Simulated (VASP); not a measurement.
MgS, 16 atoms in the cell. The typed cell holds 16 atoms: a = 8.057 Å, b = 8.057 Å, c = 6.454 Å, α = 90.00°, β = 90.00°, γ = 120.00°. 

- Program: VASP 6.6.1
- Task: single point
- Functional: PBE
- Potentials or basis: VASP PAW PBE potentials, release 64 (Mg, S)
- Cutoff: 520 eV
- k mesh: 3 × 3 × 2
- Occupations: fermi-dirac, width 0.026 eV
- Spin: no spin polarisation
- Dipole correction: no
- Further INCAR settings: LREAL = Auto; ALGO = Normal; EDIFF = 1e-06; NBANDS = 46

Potentials or basis: VASP PAW PBE potentials, release 64 (Mg, S).

Launch:

```bash
$ cat potpaw_PBE.64/Mg/POTCAR potpaw_PBE.64/S/POTCAR > POTCAR
$ mpirun -np 1 vasp_std > vasp.out
```

Hardware: 1 thread of AMD EPYC 9R14 (Zen 4), with other jobs on the host.

Task: Estimate the wall time of this run.

Result: It took 3 min on 1 thread of AMD EPYC 9R14 (Zen 4), on a shared host, peak memory 0.41 GiB. Counts: scf iterations 15, k points 10.
